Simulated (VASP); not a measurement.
# Hf4Cl3 (P4/mmm) in VASP: single point with PBE

Aim: the single point of Hf4Cl3 with PBE.

Program: VASP 6.6.1. These are calculated values, not measurements. Logs are shortened: lines on timing, memory, paths and dates and some standing lists are left out, and cuts for length are marked.

## 1. The cell of the first run

The structure is tetragonal, space group P4/mmm (No. 123). The conventional cell has a = 4.772 Å, b = 4.772 Å, c = 8.570 Å, α = 90.00°, β = 90.00°, γ = 90.00°. Hf (site symmetry 4mm) has 5 Cl at 2.55 to 3.38 Å and 5 Hf at 2.95 to 3.47 Å within 3.5 Å. Hf (site symmetry mmm) has 4 Cl at 2.81 Å and 8 Hf at 2.95 to 3.37 Å within 3.7 Å. Cl (site symmetry 4mm) has 8 Hf at 2.81 to 3.38 Å and 1 Cl at 2.98 Å within 3.7 Å. Cl (site symmetry 4/mmm) has 2 Hf at 2.55 Å within 3.4 Å.

The cell was built from a structure type or drawn by symmetry, and may not be a known phase.

## 2. Single point, PBE

Input file INCAR:

```
SYSTEM = Hf4Cl3
PREC = Accurate
ENCUT = 500
EDIFF = 1E-6
ISMEAR = 0
SIGMA = 0.2
LREAL = .FALSE.
LASPH = .TRUE.
NELM = 120
ALGO = Normal
ISIF = 2
LWAVE = .FALSE.
LCHARG = .TRUE.
GGA = PE
LELF = .TRUE.
LVHAR = .TRUE.
NBANDS = 40
GGA_COMPAT = .FALSE.
```

Input file KPOINTS:

```
Automatic mesh
0
G
  4 4 2
  0 0 0
```

Input file POSCAR:

```
Hf4Cl3
1.0
    4.7721997907      0.0000000000      0.0000000000
    0.0000000000      4.7721997907      0.0000000000
    0.0000000000      0.0000000000      8.5697512422
Hf Cl
4 3
Direct
    0.5000000000      0.5000000000      0.7976178193
    0.5000000000      0.5000000000      0.2023821807
    0.0000000000      0.5000000000      0.0000000000
    0.5000000000      0.0000000000      0.0000000000
    0.0000000000      0.0000000000      0.1741072783
    0.0000000000      0.0000000000      0.8258927217
    0.5000000000      0.5000000000      0.5000000000
```

Potentials or basis: VASP PAW PBE potentials, release 64 (Hf_pv, Cl).

Launch:

```sh
$ cat potpaw_PBE.64/Hf_pv/POTCAR potpaw_PBE.64/Cl/POTCAR > POTCAR
$ mpirun -np 1 vasp_std > vasp.out
```

OUTCAR:

```text
SYSTEM = Hf4Cl3
   PREC = Accurate
   ENCUT = 500
   EDIFF = 1E-6
   ISMEAR = 0
   LREAL = .FALSE.
   LASPH = .TRUE.
   NELM = 120
   ISIF = 2
   GGA = PE

 ion  position               nearest neighbor table
   1  0.500  0.500  0.798-   7 2.55   4 2.95   3 2.95   4 2.95   3 2.95   2 3.47
   2  0.500  0.500  0.202-   7 2.55   4 2.95   3 2.95   4 2.95   3 2.95   1 3.47
   3  0.000  0.500  0.000-   5 2.81   6 2.81   5 2.81   6 2.81   1 2.95   2 2.95   1 2.95   2 2.95
                             4 3.37   4 3.37   4 3.37   4 3.37
   4  0.500  0.000  0.000-   5 2.81   6 2.81   5 2.81   6 2.81   1 2.95   2 2.95   1 2.95   2 2.95
                             3 3.37   3 3.37   3 3.37   3 3.37
   5  0.000  0.000  0.174-   3 2.81   4 2.81   3 2.81   4 2.81
   6  0.000  0.000  0.826-   3 2.81   4 2.81   3 2.81   4 2.81
   7  0.500  0.500  0.500-   1 2.55   2 2.55

  LATTYP: Found a simple tetragonal cell.
 ALAT       =     4.7721997907
 C/A-ratio  =     1.7957653950

  Lattice vectors:

 A1 = (   4.7721997907,   0.0000000000,   0.0000000000)
 A2 = (   0.0000000000,   4.7721997907,   0.0000000000)
 A3 = (   0.0000000000,   0.0000000000,   8.5697512422)

Analysis of symmetry for initial positions (statically):
=====================================================================
 Subroutine PRICEL returns:
 Original cell was already a primitive cell.

 Routine SETGRP: Setting up the symmetry group for a
 simple tetragonal supercell.

 Subroutine GETGRP returns: Found 16 space group operations
 (whereof 16 operations were pure point group operations)
 out of a pool of 16 trial point group operations.

The static configuration has the point symmetry D_4h.

Analysis of symmetry for dynamics (positions and initial velocities):
=====================================================================
 Subroutine PRICEL returns:
 Original cell was already a primitive cell.

 Routine SETGRP: Setting up the symmetry group for a
 simple tetragonal supercell.

 Subroutine GETGRP returns: Found 16 space group operations
 (whereof 16 operations were pure point group operations)
 out of a pool of 16 trial point group operations.

The dynamic configuration has the point symmetry D_4h.

 Subroutine INISYM returns: Found 16 space group operations
 (whereof 16 operations are pure point group operations),
 and found     1 'primitive' translations

----------------------------------------------------------------------------------------

                                     Primitive cell

  volume of cell :     195.1666

  direct lattice vectors                    reciprocal lattice vectors
     4.772199791  0.000000000  0.000000000     0.209546969  0.000000000  0.000000000
     0.000000000  4.772199791  0.000000000     0.000000000  0.209546969  0.000000000
     0.000000000  0.000000000  8.569751242     0.000000000  0.000000000  0.116689501

  length of vectors
     4.772199791  4.772199791  8.569751242     0.209546969  0.209546969  0.116689501

  position of ions in fractional coordinates (direct lattice)
     0.500000000  0.500000000  0.797617819
     0.500000000  0.500000000  0.202382181
     0.000000000  0.500000000  0.000000000
     0.500000000  0.000000000  0.000000000
     0.000000000  0.000000000  0.174107278
     0.000000000  0.000000000  0.825892722
     0.500000000  0.500000000  0.500000000

  ion indices of the primitive-cell ions
   primitive index   ion index
                 1           1
                 2           2
                 3           3
                 4           4
                 5           5
                 6           6
                 7           7

----------------------------------------------------------------------------------------

 KPOINTS: Automatic mesh

Automatic generation of k-mesh.
 Grid dimensions read from file:
 generate k-points for:    4    4    2

 Generating k-lattice:

  Cartesian coordinates                     Fractional coordinates (reciprocal lattice)
     0.052386742  0.000000000  0.000000000     0.250000000  0.000000000  0.000000000
     0.000000000  0.052386742  0.000000000     0.000000000  0.250000000  0.000000000
     0.000000000  0.000000000  0.058344751     0.000000000  0.000000000  0.500000000

  Length of vectors
     0.052386742  0.052386742  0.058344751

  Shift w.r.t. Gamma in fractional coordinates (k-lattice)
     0.000000000  0.000000000  0.000000000

 Subroutine IBZKPT returns following result:
 ===========================================

 Found     12 irreducible k-points:

 Following reciprocal coordinates:
            Coordinates               Weight
  0.000000  0.000000  0.000000      1.000000
  0.250000  0.000000  0.000000      4.000000
  0.500000  0.000000  0.000000      2.000000
  0.250000  0.250000  0.000000      4.000000
  0.500000  0.250000  0.000000      4.000000
  0.500000  0.500000  0.000000      1.000000
  0.000000  0.000000  0.500000      1.000000
  0.250000  0.000000  0.500000      4.000000
  0.500000  0.000000  0.500000      2.000000
  0.250000  0.250000  0.500000      4.000000
  0.500000  0.250000  0.500000      4.000000
  0.500000  0.500000  0.500000      1.000000
   k-points           NKPTS =     12   k-points in BZ     NKDIM =     12   number of bands    NBANDS=     40
   number of dos      NEDOS =    301   number of ions     NIONS =      7
   total plane-waves  NPLWV =  82944
   dimension x,y,z NGX =    36 NGY =   36 NGZ =   64
   dimension x,y,z NGXF=    72 NGYF=   72 NGZF=  128
   ions per type =               4   3
   NGX,Y,Z   is equivalent  to a cutoff of  12.54, 12.54, 12.42 a.u.
   NGXF,Y,Z  is equivalent  to a cutoff of  25.08, 25.08, 24.83 a.u.
 SYSTEM =  Hf4Cl3
   PREC   = accura    normal or accurate (medium, high low for compatibility)
   ISTART =      0    job   : 0-new  1-cont  2-samecut
   ICHARG =      2    charge: 1-file 2-atom 10-const
   ISPIN  =      1    spin polarized calculation?
   LNONCOLLINEAR =      F non collinear calculations
   LSORBIT =      F    spin-orbit coupling
   LASPH  =      T    aspherical Exc in radial PAW
   ENCUT  =  500.0 eV  36.75 Ry    6.06 a.u.   8.70  8.70 15.62*2*pi/ulx,y,z
   NELM   =    120;   NELMIN=  2; NELMDL= -5     # of ELM steps
   EDIFF  = 0.1E-05   stopping-criterion for ELM
   LREAL  =      F    real-space projection
   EDIFFG = 0.1E-04   stopping-criterion for IOM
   NSW    =      0    number of steps for IOM
   IBRION =     -1    ionic relax: 0-MD 1-quasi-New 2-CG
   NFREE  =      0    steps in history (QN), initial steepest desc. (CG)
   ISIF   =      2    stress and relaxation
   ISYM   =      2    0-nonsym 1-usesym 2-fastsym
   POTIM  = 0.5000    time-step for ionic-motion
   TEBEG  =    0.0;   TEEND  =   0.0 temperature during run
   PSTRESS=    0.0 pullay stress
   NELECT =      61.0000    total number of electrons
   NUPDOWN=      -1.0000    fix difference up-down
   EMIN   =  10.00;   EMAX   =-10.00  energy-range for DOS
   EFERMI =   0.00;   METHOD = LEGACY
   ISMEAR =     0;   SIGMA  =   0.20  broadening in eV -4-tet -1-fermi 0-gaus
   EFERMI_NEDOS =   21; number of points for ismear=-14 and -15
   IALGO  =     38    algorithm
   IMIX   =      4    mixing-type and parameters
     AMIX     =   0.40;   BMIX     =  1.00
     AMIX_MAG =   1.60;   BMIX_MAG =  1.00
  volume/ion in A,a.u.               =      27.88       188.15
  Fermi-wavevector in a.u.,A,eV,Ry     =   1.111006  2.099496 16.794129  1.234334
  Thomas-Fermi vector in A             =   2.247564
   LORBIT       =      0    0 simple, 1 ext, 2 COOP (PROOUT), +10 PAW based schemes
   GGA     = PE    functional components
   LHFCALC =     F    Hartree Fock is set to
   AEXX    =    0.0000 exact exchange contribution
   IVDW    =     0    specifies the selected vdW correction
   LEPSILON=     F    determine dielectric tensor
   LRPA    =     F    only Hartree local field effects (RPA)
 non-spin polarized calculation
 Gauss-broadening in eV      SIGMA  =   0.20
  energy-cutoff  :      500.00
  volume of cell :      195.17
 maximum number of plane-waves:      5016
 NGX is ok and might be reduce to    36
   NGX = 17   NGY = 17   NGZ = 31

 number of electron      60.9999982 magnetization

 Free energy of the ion-electron system (eV)
  ---------------------------------------------------
  ext. energy  EPLUGINS =         0.00000000
  ---------------------------------------------------
  free energy    TOTEN  =       -46.99681182 eV

  energy without entropy =      -46.86820338  energy(sigma->0) =      -46.93250760

 E-fermi :   3.3072     XC(G=0):  -8.8573

 val. band max:        3.2908397190   @ k =   0.5000   0.5000   0.0000
 cond. band min:       3.3474944947   @ k =   0.5000   0.2500   0.5000
 fundamental gap:      0.0566547757
 Fermi energy:         3.3072152475

 k-point     1 :       0.0000    0.0000    0.0000
  band No.  band energies     occupation
      1     -27.9409      2.00000
      2     -27.9409      2.00000
      3     -27.8066      2.00000
      4     -27.7969      2.00000
      5     -27.7891      2.00000
      6     -27.7891      2.00000
[... 32 lines left out ...]
     39       6.5037      0.00000
     40       6.5137      0.00000

 k-point     2 :       0.2500    0.0000    0.0000
  band No.  band energies     occupation
      1     -27.9284      2.00000
      2     -27.9218      2.00000
      3     -27.8690      2.00000
      4     -27.8105      2.00000
      5     -27.7889      2.00000
      6     -27.7624      2.00000
[... 32 lines left out ...]
     39       6.3056      0.00000
     40       6.4903      0.00000

 k-point     3 :       0.5000    0.0000    0.0000
  band No.  band energies     occupation
      1     -27.9151      2.00000
      2     -27.9146      2.00000
      3     -27.8970      2.00000
      4     -27.8199      2.00000
      5     -27.7886      2.00000
      6     -27.7567      2.00000
[... 337 lines left out ...]
  band No.  band energies     occupation
      1     -27.9640      2.00000
      2     -27.9139      2.00000
      3     -27.8650      2.00000
      4     -27.8312      2.00000
      5     -27.8128      2.00000
      6     -27.7313      2.00000
[... 32 lines left out ...]
     39       5.7484      0.00000
     40       5.9420      0.00000

 k-point    12 :       0.5000    0.5000    0.5000
  band No.  band energies     occupation
      1     -27.9855      2.00000
      2     -27.9131      2.00000
      3     -27.9131      2.00000
      4     -27.7995      2.00000
      5     -27.7995      2.00000
      6     -27.7354      2.00000
[... 32 lines left out ...]
     39       5.7578      0.00000
     40       5.7578      0.00000

------------------------ aborting loop because EDIFF is reached ----------------------------------------

  FORCE on cell =-STRESS in cart. coord.  units (eV):
  Direction    XX          YY          ZZ          XY          YZ          ZX
  --------------------------------------------------------------------------------------
  -------------------------------------------------------------------------------------
  Total       -0.2444990     -0.2444990     -0.4547194      0.0000000      0.0000000      0.0000000
  in kB       -2.0071613     -2.0071613     -3.7329194      0.0000000      0.0000000      0.0000000
  external PRESSURE =      -2.5824140 kB  Pullay stress =       0.0000000 kB

 VOLUME and BASIS-vectors are now :
 -----------------------------------------------------------------------------
  energy-cutoff  :      500.00
  volume of cell :      195.17
      direct lattice vectors                 reciprocal lattice vectors
     4.772199791  0.000000000  0.000000000     0.209546969  0.000000000  0.000000000
     0.000000000  4.772199791  0.000000000     0.000000000  0.209546969  0.000000000
     0.000000000  0.000000000  8.569751242     0.000000000  0.000000000  0.116689501

 POSITION                                       TOTAL-FORCE (eV/Angst)
 -----------------------------------------------------------------------------------
      2.38610      2.38610      6.83539         0.000000      0.000000      0.087539
      2.38610      2.38610      1.73436        -0.000000      0.000000     -0.087539
      0.00000      2.38610      0.00000        -0.000000     -0.000000      0.000000
      2.38610      0.00000      0.00000        -0.000000     -0.000000      0.000000
      0.00000      0.00000      1.49206        -0.000000     -0.000000     -0.000995
      0.00000      0.00000      7.07770        -0.000000     -0.000000      0.000995
      2.38610      2.38610      4.28488        -0.000000     -0.000000      0.000000
 -----------------------------------------------------------------------------------
    total drift:                                0.000000      0.000000     -0.000000

  FREE ENERGIE OF THE ION-ELECTRON SYSTEM (eV)
  ---------------------------------------------------
  free  energy   TOTEN  =       -46.9968118206 eV

  energy  without entropy=      -46.8682033805  energy(sigma->0) =      -46.93250760
```

Run time: 47 s. Hardware: 1 thread of Intel Xeon 6975P-C (Granite Rapids), shared host; peak memory 0.3 GiB.

What came out:

```
Free energy            : -46.9968 eV
Pressure               : -0.3 GPa
Largest force          : 0.088 eV/Å
Band gap on the k mesh : zero (an odd number of electrons rules out a gap without spin polarisation)
```

Forces on the atoms (eV/Å):
```
Hf   0.000  0.000  0.088
Hf   0.000  0.000 -0.088
Hf   0.000  0.000  0.000
Hf   0.000  0.000  0.000
Cl   0.000  0.000 -0.001
Cl   0.000  0.000  0.001
Cl   0.000  0.000  0.000
```

Stress tensor (GPa, compression positive):
```
-0.20  0.00  0.00
 0.00 -0.20  0.00
 0.00  0.00 -0.37
```

Levels at points of the mesh, in eV from the Fermi level:
```tsv
k point	band 28	band 29	band 30	band 31	band 32	band 33
(0.00, 0.00, 0.00)	-1.49	-0.97	-0.07	-0.07	0.13	0.97
(0.50, 0.00, 0.00)	-0.83	-0.54	-0.33	0.48	0.75	0.78
(0.50, 0.50, 0.00)	-1.77	-0.02	0.13	0.37	0.37	0.74
(0.00, 0.00, 0.50)	-1.40	-1.19	0.06	0.16	0.16	0.50
(0.50, 0.00, 0.50)	-0.78	-0.60	-0.21	0.14	0.61	0.75
(0.50, 0.50, 0.50)	-1.28	-0.02	0.10	0.36	0.36	0.89
```

Caveat: the k points lie up to 0.37 Å⁻¹ apart, too coarse for converged energies and pressures of a metal; spin-orbit coupling is left out, which moves the levels of the heavy elements; an odd number of electrons without spin polarisation forces a metal; a magnetic or distorted state may lie lower.
